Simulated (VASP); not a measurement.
# Fe3CoGe4 (R3) in VASP: further runs

The runs below take Fe3CoGe4 through single point, with PBE.

All numbers are computed with VASP 6.6.1; they aren't measurements. Logs are shortened: lines on timing, memory, paths and dates and some standing lists are left out, and cuts for length are marked.

## 1. The cell of the first run

The structure is trigonal, space group R3 (No. 146). Conventional cell: a = 6.589 Å, b = 6.589 Å, c = 8.070 Å, α = 90.00°, β = 90.00°, γ = 120.00°. Fe (site symmetry 1) has 7 Ge at 2.37 to 2.64 Å and 4 Fe at 2.84 to 2.86 Å and 2 Co at 2.86 to 2.87 Å within 3.1 Å. Co (site symmetry 3) has 7 Ge at 2.36 to 2.63 Å and 6 Fe at 2.86 to 2.87 Å within 3.1 Å. Within 3.1 Å of Ge (site symmetry 1) lie 5 Fe at 2.37 to 2.64 Å and 2 Co at 2.41 to 2.63 Å and 6 Ge at 2.87 to 2.90 Å. Ge (site symmetry 3) has 1 Co at 2.36 Å and 6 Fe at 2.42 to 2.64 Å and 6 Ge at 2.87 to 2.90 Å within 3.1 Å.

## 2. Single point, PBE, collinear spin, ferromagnetic start

The input, INCAR:

```
ALGO = Normal
EDIFF = 1E-6
ENCUT = 520
GGA = PE
ISIF = 2
ISMEAR = 0
ISPIN = 2
LASPH = True
LCHARG = True
LELF = True
LMAXMIX = 4
LORBIT = 11
LREAL = False
LVHAR = True
LWAVE = False
MAGMOM = 4 4 4 3 0 0 0 0
NBANDS = 58
NELM = 150
PREC = Accurate
SIGMA = 0.1
```

The input, KPOINTS:

```
k-points
0
Gamma
  4 4 4
```

The input, POSCAR:

```
Fe3CoGe4
1.0
    3.2943579842      1.9019984674      2.6899368468
   -3.2943579842      1.9019984674      2.6899368468
    0.0000000000     -3.8039969395      2.6899368435
Fe Co Ge
3 1 4
Direct
    0.1324290099      0.8665253853      0.6351325983
    0.8665253853      0.6351325983      0.1324290099
    0.6351325983      0.1324290099      0.8665253853
    0.3652026832      0.3652026832      0.3652026832
    0.8394755709      0.1618570620      0.3413442019
    0.1618570620      0.3413442019      0.8394755709
    0.6580334885      0.6580334885      0.6580334885
    0.3413442019      0.8394755709      0.1618570620
```

Potentials or basis: VASP PAW PBE potentials, release 64 (Fe, Co, Ge_d).

The run is started by

```console
$ cat potpaw_PBE.64/Fe/POTCAR potpaw_PBE.64/Co/POTCAR potpaw_PBE.64/Ge_d/POTCAR > POTCAR
$ mpirun -np 1 vasp_std > vasp.out
```

OUTCAR:

```text
EDIFF = 1E-6
   ENCUT = 520
   GGA = PE
   ISIF = 2
   ISMEAR = 0
   ISPIN = 2
   LASPH = True
   LORBIT = 11
   LREAL = False
   NELM = 150
   PREC = Accurate

 ion  position               nearest neighbor table
   1  0.132  0.867  0.635-   5 2.37   6 2.41   8 2.41   7 2.42   6 2.63   7 2.64   8 2.64   2 2.84
                             3 2.84   4 2.86   3 2.86   2 2.86   4 2.87
   2  0.867  0.635  0.132-   6 2.37   8 2.41   5 2.41   7 2.42   8 2.63   7 2.64   5 2.64   1 2.84
                             3 2.84   4 2.86   3 2.86   1 2.86   4 2.87
   3  0.635  0.132  0.867-   8 2.37   5 2.41   6 2.41   7 2.42   5 2.63   7 2.64   6 2.64   2 2.84
                             1 2.84   4 2.86   1 2.86   2 2.86   4 2.87
   4  0.365  0.365  0.365-   7 2.36   6 2.41   8 2.41   5 2.41   5 2.63   6 2.63   8 2.63   1 2.86
                             3 2.86   2 2.86   2 2.87   3 2.87   1 2.87
   5  0.839  0.162  0.341-   1 2.37   4 2.41   3 2.41   2 2.41   4 2.63   3 2.63   2 2.64   7 2.87
                             8 2.89   6 2.89   7 2.90   6 2.90   8 2.90
   6  0.162  0.341  0.839-   2 2.37   4 2.41   1 2.41   3 2.41   4 2.63   1 2.63   3 2.64   7 2.87
                             8 2.89   5 2.89   7 2.90   5 2.90   8 2.90
   7  0.658  0.658  0.658-   4 2.36   1 2.42   2 2.42   3 2.42   2 2.64   3 2.64   1 2.64   6 2.87
                             8 2.87   5 2.87   5 2.90   8 2.90   6 2.90
   8  0.341  0.839  0.162-   3 2.37   4 2.41   2 2.41   1 2.41   4 2.63   2 2.63   1 2.64   7 2.87
                             5 2.89   6 2.89   7 2.90   6 2.90   5 2.90

  LATTYP: Found a trigonal (rhomboedric) cell.
 ALAT       =     4.6589862565
 COS(alpha) =     0.0000259780

  Lattice vectors:

 A1 = (   3.2943579842,   1.9019984674,   2.6899368468)
 A2 = (  -3.2943579842,   1.9019984674,   2.6899368468)
 A3 = (   0.0000000000,  -3.8039969395,   2.6899368435)

Analysis of symmetry for initial positions (statically):
=====================================================================
 Subroutine PRICEL returns:
 Original cell was already a primitive cell.

 Routine SETGRP: Setting up the symmetry group for a
 trigonal (rhombohedral) supercell.

 Subroutine GETGRP returns: Found  3 space group operations
 (whereof  3 operations were pure point group operations)
 out of a pool of 12 trial point group operations.

The static configuration has the point symmetry C_3 .

Analysis of symmetry for dynamics (positions and initial velocities):
=====================================================================
 Subroutine PRICEL returns:
 Original cell was already a primitive cell.

 Routine SETGRP: Setting up the symmetry group for a
 trigonal (rhombohedral) supercell.

 Subroutine GETGRP returns: Found  3 space group operations
 (whereof  3 operations were pure point group operations)
 out of a pool of 12 trial point group operations.

The dynamic configuration has the point symmetry C_3 .

Analysis of structural, dynamic, and magnetic symmetry:
=====================================================================
 Subroutine PRICEL returns:
 Original cell was already a primitive cell.

 Routine SETGRP: Setting up the symmetry group for a
 trigonal (rhombohedral) supercell.

 Subroutine GETGRP returns: Found  3 space group operations
 (whereof  3 operations were pure point group operations)
 out of a pool of 12 trial point group operations.

The overall configuration has the point symmetry C_3 .

 Subroutine INISYM returns: Found  3 space group operations
 (whereof  3 operations are pure point group operations),
 and found     1 'primitive' translations

----------------------------------------------------------------------------------------

                                     Primitive cell

  volume of cell :     101.1287

  direct lattice vectors                    reciprocal lattice vectors
     3.294357984  1.901998467  2.689936847     0.151774641  0.087627130  0.123918647
    -3.294357984  1.901998467  2.689936847    -0.151774641  0.087627130  0.123918647
     0.000000000 -3.803996940  2.689936843     0.000000000 -0.175254260  0.123918646

[... 64 lines left out ...]
 -0.250000  0.500000  0.250000      6.000000
  0.500000  0.500000  0.500000      1.000000
   k-points           NKPTS =     14   k-points in BZ     NKDIM =     14   number of bands    NBANDS=     58
   number of dos      NEDOS =    301   number of ions     NIONS =      8
   total plane-waves  NPLWV =  46656
   dimension x,y,z NGX =    36 NGY =   36 NGZ =   36
   dimension x,y,z NGXF=    72 NGYF=   72 NGZF=   72
   ions per type =               3   1   4
   NGX,Y,Z   is equivalent  to a cutoff of  12.85, 12.85, 12.85 a.u.
   NGXF,Y,Z  is equivalent  to a cutoff of  25.69, 25.69, 25.69 a.u.
 SYSTEM =  unknown system
   PREC   = accura    normal or accurate (medium, high low for compatibility)
   ISTART =      0    job   : 0-new  1-cont  2-samecut
   ICHARG =      2    charge: 1-file 2-atom 10-const
   ISPIN  =      2    spin polarized calculation?
   LNONCOLLINEAR =      F non collinear calculations
   LSORBIT =      F    spin-orbit coupling
   LASPH  =      T    aspherical Exc in radial PAW
   ENCUT  =  520.0 eV  38.22 Ry    6.18 a.u.   8.66  8.66  8.66*2*pi/ulx,y,z
   NELM   =    150;   NELMIN=  2; NELMDL= -5     # of ELM steps
   EDIFF  = 0.1E-05   stopping-criterion for ELM
   LREAL  =      F    real-space projection
[... 7 lines left out ...]
   TEBEG  =    0.0;   TEEND  =   0.0 temperature during run
   PSTRESS=    0.0 pullay stress
   NELECT =      89.0000    total number of electrons
   NUPDOWN=      -1.0000    fix difference up-down
   EMIN   =  10.00;   EMAX   =-10.00  energy-range for DOS
   EFERMI =   0.00;   METHOD = LEGACY
   ISMEAR =     0;   SIGMA  =   0.10  broadening in eV -4-tet -1-fermi 0-gaus
   EFERMI_NEDOS =   21; number of points for ismear=-14 and -15
   IALGO  =     38    algorithm
   IMIX   =      4    mixing-type and parameters
     AMIX     =   0.40;   BMIX     =  1.00
     AMIX_MAG =   1.60;   BMIX_MAG =  1.00
  volume/ion in A,a.u.               =      12.64        85.31
  Fermi-wavevector in a.u.,A,eV,Ry     =   1.568845  2.964687 33.487679  2.461275
  Thomas-Fermi vector in A             =   2.670816
   LORBIT       =     11    0 simple, 1 ext, 2 COOP (PROOUT), +10 PAW based schemes
   GGA     = PE    functional components
   LHFCALC =     F    Hartree Fock is set to
   AEXX    =    0.0000 exact exchange contribution
   IVDW    =     0    specifies the selected vdW correction
   LEPSILON=     F    determine dielectric tensor
   LRPA    =     F    only Hartree local field effects (RPA)
 spin polarized calculation
 Gauss-broadening in eV      SIGMA  =   0.10
  energy-cutoff  :      520.00
  volume of cell :      101.13
 maximum number of plane-waves:      2800
 NGX is ok and might be reduce to    36
   NGX = 17   NGY = 17   NGZ = 17

 number of electron      89.0000000 magnetization      15.0000000

 number of electron      88.9999928 magnetization       3.2006587

 Free energy of the ion-electron system (eV)
  ---------------------------------------------------
  ext. energy  EPLUGINS =         0.00000000
  ---------------------------------------------------
  free energy    TOTEN  =       -50.86050963 eV

  energy without entropy =      -50.83196547  energy(sigma->0) =      -50.84623755

 E-fermi :   8.6389     XC(G=0): -12.9828

 val. band max:        8.6130405421   @ k =  -0.2500   0.5000   0.2500
 cond. band min:       8.6631497613   @ k =   0.5000   0.5000   0.2500
 fundamental gap:      0.0501092192
 Fermi energy:         8.6389387972

 spin component 1

 k-point     1 :       0.0000    0.0000    0.0000
  band No.  band energies     occupation
      1     -16.0450      1.00000
      2     -16.0450      1.00000
      3     -16.0395      1.00000
      4     -16.0081      1.00000
      5     -16.0081      1.00000
      6     -16.0031      1.00000
[... 815 lines left out ...]
     55      14.1349      0.00000
     56      14.1349      0.00000
 Fermi energy:         8.6389387972

 spin component 2

 k-point     1 :       0.0000    0.0000    0.0000
  band No.  band energies     occupation
      1     -16.0603      1.00000
      2     -16.0603      1.00000
      3     -16.0520      1.00000
      4     -16.0219      1.00000
      5     -16.0219      1.00000
      6     -16.0144      1.00000
[... 815 lines left out ...]
     55      14.2810      0.00000
     56      14.2810      0.00000
 [bands above 56 left out]

------------------------ aborting loop because EDIFF is reached ----------------------------------------

  FORCE on cell =-STRESS in cart. coord.  units (eV):
  Direction    XX          YY          ZZ          XY          YZ          ZX
  --------------------------------------------------------------------------------------
  -------------------------------------------------------------------------------------
  Total        0.0866998      0.0866998      0.1144529      0.0000017     -0.0000000     -0.0000000
  in kB        1.3735811      1.3735811      1.8132718      0.0000273     -0.0000000     -0.0000000
  external PRESSURE =       1.5201447 kB  Pullay stress =       0.0000000 kB

 VOLUME and BASIS-vectors are now :
 -----------------------------------------------------------------------------
  energy-cutoff  :      520.00
  volume of cell :      101.13
      direct lattice vectors                 reciprocal lattice vectors
     3.294357984  1.901998467  2.689936847     0.151774641  0.087627130  0.123918647
    -3.294357984  1.901998467  2.689936847    -0.151774641  0.087627130  0.123918647
     0.000000000 -3.803996940  2.689936843     0.000000000 -0.175254260  0.123918646

 POSITION                                       TOTAL-FORCE (eV/Angst)
 -----------------------------------------------------------------------------------
     -2.41838     -0.51603      4.39559         0.024732     -0.011187      0.001176
      0.76229      2.35239      4.39559        -0.022054     -0.015824      0.001176
      1.65609     -1.83636      4.39559        -0.002677      0.027012      0.001176
      0.00000     -0.00000      2.94712         0.000000      0.000000     -0.002716
      2.23232      0.60606      3.61172         0.004757     -0.000033      0.001164
     -0.59129     -2.23627      3.61172        -0.002407     -0.004103      0.001164
      0.00000     -0.00000      5.31021         0.000000      0.000000     -0.004304
     -1.64102      1.63021      3.61172        -0.002350      0.004136      0.001164
 -----------------------------------------------------------------------------------
    total drift:                               -0.000000      0.000002      0.000061

  FREE ENERGIE OF THE ION-ELECTRON SYSTEM (eV)
  ---------------------------------------------------
  free  energy   TOTEN  =       -50.8605096276 eV

  energy  without entropy=      -50.8319654685  energy(sigma->0) =      -50.84623755

 total charge

# of ion       s       p       d       tot
------------------------------------------
    1        0.379   0.503   6.473   7.355
    2        0.379   0.503   6.473   7.355
    3        0.379   0.503   6.473   7.355
    4        0.384   0.491   7.494   8.368
    5        1.117   1.236  10.121  12.474
    6        1.117   1.236  10.121  12.474
    7        1.114   1.243  10.120  12.477
    8        1.117   1.236  10.121  12.474
--------------------------------------------------
tot          5.985   6.952  67.397  80.334

 magnetization (x)

# of ion       s       p       d       tot
------------------------------------------
    1        0.002  -0.004   1.126   1.124
    2        0.002  -0.004   1.126   1.124
    3        0.002  -0.004   1.126   1.124
    4       -0.006  -0.014   0.224   0.203
    5       -0.010  -0.047  -0.007  -0.063
    6       -0.010  -0.047  -0.007  -0.063
    7       -0.008  -0.056  -0.004  -0.068
    8       -0.010  -0.047  -0.007  -0.063
--------------------------------------------------
tot         -0.039  -0.221   3.578   3.319
```

It took 1.9 min on 1 thread of Intel Xeon Platinum 8488C (Sapphire Rapids), shared host; peak memory 0.31 GiB.

Results:

| Item | Value |
| --- | --- |
| Free energy | -50.8605 eV |
| Pressure | 0.2 GPa |
| Largest force | 0.027 eV/Å |
| Net moment | 3.20 μB per cell |
| Site moments | Fe +1.12; Co +0.20; Ge -0.06, -0.07 (each value once) μB |
| Valence electrons inside the program's atomic spheres | Fe 7.36; Co 8.37; Ge 12.47, 12.48 (each value once) |

Forces on the atoms (eV/Å):
```
Fe   0.025 -0.011  0.001
Fe  -0.022 -0.016  0.001
Fe  -0.003  0.027  0.001
Co   0.000  0.000 -0.003
Ge   0.005  0.000  0.001
Ge  -0.002 -0.004  0.001
Ge   0.000  0.000 -0.004
Ge  -0.002  0.004  0.001
```

## 3. Single point, PBE, collinear spin, ferromagnetic start

This run uses another cell than the first one, of 15.20 Å³/atom.

The input, INCAR:

```
SYSTEM = Fe3CoGe4
PREC = Accurate
ENCUT = 520
EDIFF = 1E-6
ISMEAR = 0
SIGMA = 0.1
LREAL = .FALSE.
LASPH = .TRUE.
NELM = 150
ALGO = Normal
ISIF = 2
LWAVE = .FALSE.
LCHARG = .TRUE.
ISPIN = 2
MAGMOM = 4 4 4 3 0 0 0 0
LORBIT = 11
LMAXMIX = 4
GGA = PE
LELF = .TRUE.
LVHAR = .TRUE.
NBANDS = 58
```

The input, KPOINTS:

```
Automatic mesh
0
G
  4 4 4
  0 0 0
```

The input, POSCAR:

```
Fe3CoGe4
1.0
    3.5030929300      2.0225116400      2.8602634000
   -3.5030929300      2.0225116400      2.8602634000
    0.0000000000     -4.0450232900      2.8602634000
Fe Co Ge
3 1 4
Direct
    0.1350000000      0.8650000000      0.6350000000
    0.8650000000      0.6350000000      0.1350000000
    0.6350000000      0.1350000000      0.8650000000
    0.3650000000      0.3650000000      0.3650000000
    0.8420000000      0.1580000000      0.3420000000
    0.1580000000      0.3420000000      0.8420000000
    0.6580000000      0.6580000000      0.6580000000
    0.3420000000      0.8420000000      0.1580000000
```

Potentials or basis: VASP PAW PBE potentials, release 64 (Fe, Co, Ge_d).

The run is started by

```console
$ cat potpaw_PBE.64/Fe/POTCAR potpaw_PBE.64/Co/POTCAR potpaw_PBE.64/Ge_d/POTCAR > POTCAR
$ mpirun -np 1 vasp_std > vasp.out
```

It took 3.1 min on 1 thread of Intel Xeon Platinum 8488C (Sapphire Rapids), shared host; peak memory 0.37 GiB.

Results (log left out):

```yaml
Free_energy: -49.4710 eV
Pressure: -16.7 GPa
Largest_force: 0.423 eV/Å
Net_moment: 5.22 μB per cell
Site_moments: Fe +1.99; Co -0.10; Ge -0.09, -0.10 (each value once) μB
Valence_electrons_inside_the_program's_atomic_spheres: Fe 6.99; Co 8.06; Ge 12.27, 12.28 (each value once)
```

Forces on the atoms (eV/Å):
```
Fe  -0.299  0.093 -0.127
Fe   0.230  0.213 -0.127
Fe   0.069 -0.306 -0.127
Co   0.000  0.000  0.423
Ge  -0.256  0.046  0.021
Ge   0.168  0.199  0.021
Ge   0.000  0.000 -0.106
Ge   0.088 -0.245  0.021
```

Stress tensor (GPa, compression positive):
```
-16.48   0.00   0.00
  0.00 -16.48   0.00
  0.00   0.00 -17.14
```

Levels at points of the mesh, in eV from the Fermi level:
Spin up:
```csv
k point,band 43,band 44,band 45,band 46,band 47,band 48,band 49,band 50,band 51,band 52
"(0.00, 0.00, 0.00)",-1.01,-0.98,-0.98,-0.46,-0.46,0.92,0.92,1.05,2.03,2.03
"(0.50, 0.00, 0.00)",-1.07,-1.00,-0.94,-0.73,0.04,0.20,0.33,0.38,2.52,2.57
"(0.50, 0.50, 0.00)",-1.32,-0.93,-0.60,-0.47,-0.39,-0.23,0.53,0.68,1.19,1.34
"(0.50, 0.50, 0.50)",-1.08,-1.01,-1.01,-0.78,-0.57,-0.57,3.24,3.26,3.26,3.26
```
Spin down:
| k point | band 38 | band 39 | band 40 | band 41 | band 42 | band 43 | band 44 | band 45 | band 46 | band 47 |
| --- | --- | --- | --- | --- | --- | --- | --- | --- | --- | --- |
| (0.00, 0.00, 0.00) | -1.04 | -0.91 | -0.31 | -0.31 | 0.12 | 0.44 | 0.44 | 0.69 | 0.69 | 1.05 |
| (0.50, 0.00, 0.00) | -1.02 | -0.68 | -0.51 | -0.10 | -0.02 | 0.31 | 0.37 | 0.46 | 0.67 | 1.24 |
| (0.50, 0.50, 0.00) | -0.68 | -0.60 | -0.54 | -0.27 | -0.22 | -0.05 | 0.29 | 0.70 | 0.75 | 0.97 |
| (0.50, 0.50, 0.50) | -0.43 | -0.37 | -0.12 | -0.12 | 0.10 | 0.11 | 0.11 | 0.57 | 0.57 | 0.88 |

Caveat: the cell stands under tension.
